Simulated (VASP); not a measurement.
# Co (P6_3/mmc) in VASP: notebook, part 2 of 3

VASP 6.6.1. The steps go on from the part before.

### 4 Single point, PBEsol, collinear spin, ferromagnetic start

This run uses another cell than the first one, of 10.38 Å³/atom.

INCAR

```
SYSTEM = Co
PREC     = Accurate       ! precision mode
ENCUT    = 520            ! plane-wave cutoff, eV
EDIFF    = 1E-6           ! SCF threshold, eV
ISMEAR   = -1             ! smearing method
SIGMA    = 0.1            ! smearing width, eV
LREAL    = .FALSE.        ! projectors in reciprocal space
LASPH    = .TRUE.         ! aspherical terms in the spheres
NELM     = 150            ! most SCF steps
ALGO     = Normal         ! electronic algorithm
ISIF     = 2              ! what is computed and relaxed
LWAVE    = .FALSE.        ! write WAVECAR
LCHARG   = .FALSE.        ! write CHGCAR
ISPIN    = 2              ! spin polarisation
MAGMOM   = 1.7 1.7        ! initial moments
LORBIT   = 11             ! projections on sites
LMAXMIX  = 4              ! l up to which the mixer works
GGA      = PS             ! functional
NBANDS   = 20             ! bands
```

KPOINTS

```
regular mesh
0
G
  17 17 9
  0 0 0
```

POSCAR

```
Co
1.0
    2.4568649246      0.0000000000      0.0000000000
   -1.2284324623      2.1277074384      0.0000000000
    0.0000000000      0.0000000000      3.9714276612
Co
2
Direct
    0.3333333333      0.6666666667      0.2500000000
    0.6666666667      0.3333333333      0.7500000000
```

Potentials or basis: VASP PAW PBE potentials, release 64 (Co).

On the command line:

```console
$ cat potpaw_PBE.64/Co/POTCAR > POTCAR
$ mpirun -np 1 vasp_std > vasp.out
```

OUTCAR:

```text
SYSTEM = Co
   PREC = Accurate
   ENCUT = 520
   EDIFF = 1E-6
   ISMEAR = -1
   LREAL = .FALSE.
   LASPH = .TRUE.
   NELM = 150
   ISIF = 2
   ISPIN = 2
   LORBIT = 11
   GGA = PS

 ion  position               nearest neighbor table
   1  0.333  0.667  0.250-   2 2.44   2 2.44   2 2.44   2 2.44   2 2.44   2 2.44
   2  0.667  0.333  0.750-   1 2.44   1 2.44   1 2.44   1 2.44   1 2.44   1 2.44

  LATTYP: Found a hexagonal cell.
 ALAT       =     2.4568649246
 C/A-ratio  =     1.6164615407

  Lattice vectors:

 A1 = (   2.4568649246,   0.0000000000,   0.0000000000)
 A2 = (  -1.2284324623,   2.1277074384,   0.0000000000)
[... 1320 lines left out ...]

 VOLUME and BASIS-vectors are now :
 -----------------------------------------------------------------------------
  energy-cutoff  :      520.00
  volume of cell :       20.76
      direct lattice vectors                 reciprocal lattice vectors
     2.456864925  0.000000000  0.000000000     0.407022783  0.234994714  0.000000000
    -1.228432462  2.127707438  0.000000000     0.000000000  0.469989427  0.000000000
     0.000000000  0.000000000  3.971427661     0.000000000  0.000000000  0.251798619

 POSITION                                       TOTAL-FORCE (eV/Angst)
 -----------------------------------------------------------------------------------
     -0.00000      1.41847      0.99286        -0.000000      0.000000      0.000000
      1.22843      0.70924      2.97857         0.000000      0.000000      0.000000
 -----------------------------------------------------------------------------------
    total drift:                               -0.000000      0.000000     -0.000000

  FREE ENERGIE OF THE ION-ELECTRON SYSTEM (eV)
  ---------------------------------------------------
  free  energy   TOTEN  =       -15.5011123645 eV

  energy  without entropy=      -15.4399852516  energy(sigma->0) =      -15.47054881

 total charge

# of ion       s       p       d       tot
------------------------------------------
    1        0.508   0.564   7.289   8.361
    2        0.508   0.564   7.289   8.361
--------------------------------------------------
tot          1.016   1.129  14.578  16.723

 magnetization (x)

# of ion       s       p       d       tot
------------------------------------------
    1       -0.015  -0.050   1.638   1.573
    2       -0.015  -0.050   1.638   1.573
--------------------------------------------------
tot         -0.030  -0.100   3.276   3.146
```

stdout:

```text
POSCAR found type information on POSCAR Co
 POSCAR found :  1 types and       2 ions
 scaLAPACK will be used
 -----------------------------------------------------------------------------
|                                                                             |
|                                                                             |
|     You enforced a specific xc type in the INCAR file but a different       |
|     I HOPE YOU KNOW WHAT YOU ARE DOING!                                     |
|                                                                             |
 -----------------------------------------------------------------------------

 LDA part: xc-table for (Slater+PW92), standard interpolation
 POSCAR, INCAR and KPOINTS ok, starting setup
 FFT: planning ... GRIDC
 FFT: planning ... GRID_SOFT
 FFT: planning ... GRID
 WAVECAR not read
 entering main loop
```

It took 61 s on 1 thread of AMD EPYC 9R45 (Zen 5), shared host; peak memory 0.18 GiB.

What came out:

| Property | Result |
| --- | --- |
| Free energy | -15.5011 eV |
| Pressure | -1.0 GPa |
| Net moment | 3.13 μB per cell |
| Site moments | Co +1.57 μB |
| Valence electrons inside the program's atomic spheres | Co 8.36 |

Caveat: the PAW data sets were made with another functional, which shifts forces and pressure a little.

### 5 Relaxation of shape and atoms at fixed volume, PBEsol, collinear spin, ferromagnetic start

This run uses another cell than the first one, of 4.67 Å³/atom.

INCAR

```
PREC = Accurate
ENCUT = 600
EDIFF = 1E-6
ISMEAR = -1
SIGMA = 0.1
LREAL = F
LASPH = T
NELM = 150
ALGO = Normal
ISIF = 4
LWAVE = F
LCHARG = F
ISPIN = 2
MAGMOM = 1.7 1.7
LORBIT = 11
LMAXMIX = 4
GGA = PS
IBRION = 2
NSW = 50
EDIFFG = -0.005
```

KPOINTS

```
regular mesh
0
Gamma
  17 17 9
```

POSCAR

```
Co
1.0
    1.8827187658      0.0000000000      0.0000000000
   -0.9413593829      1.6304822794      0.0000000000
    0.0000000000      0.0000000000      3.0433424768
Co
2
Direct
    0.3333333333      0.6666666667      0.2500000000
    0.6666666667      0.3333333333      0.7500000000
```

Potentials or basis: VASP PAW PBE potentials, release 64 (Co).

On the command line:

```console
$ cat potpaw_PBE.64/Co/POTCAR > POTCAR
$ mpirun -np 1 vasp_std > vasp.out
```

OUTCAR:

```text
PREC = Accurate
   ENCUT = 600
   EDIFF = 1E-6
   ISMEAR = -1
   LREAL = F
   LASPH = T
   NELM = 150
   ISIF = 4
   ISPIN = 2
   LORBIT = 11
   GGA = PS
   IBRION = 2
   NSW = 50
   EDIFFG = -0.005

 ion  position               nearest neighbor table
   1  0.333  0.667  0.250-   2 1.87   2 1.87   2 1.87   2 1.87   2 1.87   2 1.87   2 2.65   2 2.65
                             2 2.65   2 2.65   2 2.65   2 2.65
   2  0.667  0.333  0.750-   1 1.87   1 1.87   1 1.87   1 1.87   1 1.87   1 1.87   1 2.65   1 2.65
                             1 2.65   1 2.65   1 2.65   1 2.65

  LATTYP: Found a hexagonal cell.
 ALAT       =     1.8827187658
 C/A-ratio  =     1.6164615407

  Lattice vectors:

 A1 = (   1.8827187658,   0.0000000000,   0.0000000000)
 A2 = (  -0.9413593829,   1.6304822794,   0.0000000000)
 A3 = (   0.0000000000,   0.0000000000,   3.0433424768)

Analysis of symmetry for initial positions (statically):
=====================================================================
 Subroutine PRICEL returns:
 Original cell was already a primitive cell.

 Routine SETGRP: Setting up the symmetry group for a
 hexagonal supercell.

 Subroutine GETGRP returns: Found 24 space group operations
 (whereof 12 operations were pure point group operations)
 out of a pool of 24 trial point group operations.

The static configuration has the point symmetry D_3d.
 The point group associated with its full space group is D_6h.

Analysis of symmetry for dynamics (positions and initial velocities):
=====================================================================
 Subroutine PRICEL returns:
 Original cell was already a primitive cell.

 Routine SETGRP: Setting up the symmetry group for a
 hexagonal supercell.

 Subroutine GETGRP returns: Found 24 space group operations
 (whereof 12 operations were pure point group operations)
 out of a pool of 24 trial point group operations.

The dynamic configuration has the point symmetry D_3d.
 The point group associated with its full space group is D_6h.

Analysis of structural, dynamic, and magnetic symmetry:
=====================================================================
 Subroutine PRICEL returns:
 Original cell was already a primitive cell.
[... 163 lines left out ...]

  FORCE on cell =-STRESS in cart. coord.  units (eV):
  Direction    XX          YY          ZZ          XY          YZ          ZX
  --------------------------------------------------------------------------------------
  -------------------------------------------------------------------------------------
  Total       68.1348042     68.1348042     68.7235157     -0.0000000     -0.0000000      0.0000000
  in kB    11684.9600673  11684.9600678  11785.9227111     -0.0000000     -0.0000000      0.0000000
  external PRESSURE =   11718.6142821 kB  Pullay stress =       0.0000000 kB
[... 63 lines left out ...]
 number of electron      18.0000002 magnetization      -0.0000217

 number of electron      18.0000002 magnetization       0.0000246

 Free energy of the ion-electron system (eV)
  ---------------------------------------------------
  ext. energy  EPLUGINS =         0.00000000
  ---------------------------------------------------
  free energy    TOTEN  =         4.26399239 eV

  energy without entropy =        4.31971387  energy(sigma->0) =        4.29185313

 E-fermi :  30.2596     XC(G=0): -19.3200

 val. band max:       30.2566433738   @ k =   0.2941   0.0588   0.3333
 cond. band min:      30.2727462845   @ k =   0.1765   0.0000   0.3333
 fundamental gap:      0.0161029107
 Fermi energy:        30.2595853244

 spin component 1

 k-point     1 :       0.0000    0.0000    0.0000
  band No.  band energies     occupation
      1      15.7124      1.00000
      2      17.2762      1.00000
      3      23.8936      1.00000
      4      23.9410      1.00000
      5      23.9410      1.00000
      6      25.2265      1.00000
      7      25.2265      1.00000
      8      26.5822      1.00000
      9      26.5822      1.00000
     10      30.3959      0.20366
     11      30.3959      0.20366
     12      30.7715      0.00594
     13      48.4627      0.00000
     14      56.8386      0.00000
[... 403 lines left out ...]
      4      20.4910      1.00000
      5      23.3701      1.00000
      6      24.4250      1.00000
      7      25.9779      1.00000
      8      26.8675      1.00000
      9      28.9582      1.00000
     10      30.8488      0.00275
     11      30.9175      0.00139
     12      43.8536      0.00000
     13      47.8713      0.00000
     14      53.4045      0.00000
     15      55.8820      0.00000

 [... further k-points ...]

 spin component 2

 k-point     1 :       0.0000    0.0000    0.0000
  band No.  band energies     occupation
      1      15.7123      1.00000
      2      17.2762      1.00000
      3      23.8936      1.00000
      4      23.9410      1.00000
      5      23.9410      1.00000
      6      25.2265      1.00000
      7      25.2265      1.00000
      8      26.5822      1.00000
      9      26.5822      1.00000
     10      30.3959      0.20367
     11      30.3959      0.20367
     12      30.7715      0.00595
     13      48.4627      0.00000
     14      56.8385      0.00000
[... 444 lines left out ...]
  FREE ENERGIE OF THE ION-ELECTRON SYSTEM (eV)
  ---------------------------------------------------
  free  energy   TOTEN  =         4.2639923899 eV

  energy  without entropy=        4.3197138727  energy(sigma->0) =        4.29185313

 reached required accuracy - stopping structural energy minimisation

 total charge

# of ion       s       p       d       tot
------------------------------------------
    1        1.078   1.759   8.896  11.732
    2        1.078   1.759   8.896  11.732
--------------------------------------------------
tot          2.155   3.517  17.791  23.464

 magnetization (x)

# of ion       s       p       d       tot
------------------------------------------
    1       -0.000  -0.000  -0.000  -0.000
    2       -0.000  -0.000  -0.000  -0.000
--------------------------------------------------
tot         -0.000  -0.000  -0.000  -0.000
```

OSZICAR:

```text
N       E                     dE             d eps       ncg     rms          rms(c)
DAV:   1     0.921184145665E+02    0.92118E+02   -0.88071E+03 10916   0.210E+03
DAV:   2     0.566342406701E+01   -0.86455E+02   -0.79053E+02 10019   0.292E+02
[... 20 lines left out ...]
       N       E                     dE             d eps       ncg     rms          rms(c)
DAV:   1     0.425916852646E+01   -0.97013E-02   -0.23363E-01 11519   0.474E+00    0.506E-01
DAV:   2     0.426243701397E+01    0.32685E-02   -0.58164E-03 11551   0.113E+00    0.306E-01
DAV:   3     0.426398371800E+01    0.15467E-02   -0.16393E-03 14890   0.584E-01    0.908E-02
DAV:   4     0.426399257441E+01    0.88564E-05   -0.10092E-04 12956   0.180E-01    0.249E-02
DAV:   5     0.426399238992E+01   -0.18449E-06   -0.35661E-06 13080   0.208E-02
   3 F= 0.42639924E+01 E0= 0.42918531E+01  d E =-.813990E-03  mag=    -0.0000
```

Run time: 58 s. Hardware: 1 thread of AMD EPYC 9R45 (Zen 5), shared host; peak memory 0.13 GiB.

The run converged, but its numbers aren't listed here, since they failed a check.

Caveat: atoms lie so close that the PAW spheres overlap strongly, which falsifies energies and pressures; the moments typed at the start vanished in this run; the PAW data sets were made with another functional, which shifts forces and pressure a little.

(Continued in part 3 of 3.)
